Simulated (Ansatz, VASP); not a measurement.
# Two plane-wave programs on TiAl

The input INCAR:

```
SYSTEM = TiAl
PREC = Accurate ; ENCUT = 520
EDIFF = 1E-6 ; ISMEAR = 0
SIGMA = 0.15 ; LREAL = .FALSE.
LASPH = .TRUE. ; NELM = 80
ALGO = Fast ; ISIF = 2
LWAVE = .FALSE. ; LCHARG = .TRUE.
GGA = PS ; LELF = .TRUE.
LVHAR = .TRUE. ; NBANDS = 14
```

KPOINTS

```
regular mesh
0
G
  16 16 16
  0 0 0
```

Contents of POSCAR:

```
TiAl
1.0
    3.6699613079      0.0000000000      0.0000000000
    0.0000000000      3.6699613079      0.0000000000
    0.0000000000      0.0000000000      2.3854748501
Ti Al
1 1
Direct
    0.0000000000      0.0000000000      0.0000000000
    0.5000000000      0.5000000000      0.5000000000
```

Input for Ansatz:

```yaml
crystal:
  lattice:
    - [3.6699613079, 0.0, 0.0]
    - [0.0, 3.6699613079, 0.0]
    - [0.0, 0.0, 2.3854748501]
  atoms:
    - { symbol: Ti, position: [0.0, 0.0, 0.0] }
    - { symbol: Al, position: [0.5, 0.5, 0.5] }
basis:
  ecutwfc: 420
kpoints:
  mp_grid: { grid: [16, 16, 16] }
hamiltonian:
  xc: pbesol
scf:
  occupations: { method: gaussian, width: 0.15 }
output:
  forces: true
  stress: true
  eigenvalues: true
```

Alike in both runs: task single point; functional PBEsol; k mesh 16 × 16 × 16; occupations gaussian, width 0.15 eV; no spin polarisation.

|  | VASP | Ansatz |
| --- | --- | --- |
| version | VASP 6.6.1 | Ansatz 0.2.0 |
| potentials or method | VASP PAW PBE potentials, release 64 (Ti_sv, Al), cutoff 520 eV | scalar-relativistic, plane waves, PAW |
| valence electrons in the cell | 15 | 15 |

Ansatz gave:

| Property | Result |
| --- | --- |
| gap on the k mesh at the Fermi level (eV) | none |
| pressure (GPa) | 4.5 |
| traceless stress, the component that is largest in VASP (GPa) | 22.51 |

Question: Estimate VASP's values.

Answer: gap on the k mesh at the Fermi level (eV): none; pressure (GPa): 4.6; traceless stress, the component that is largest in VASP (GPa): 22.64.

VASP's potentials were made for PBE, not for PBEsol. A gap of «none» marks a metal or a gap that the smearing closes. The functional is the same, so the differences come from potentials, cutoffs and numerics.
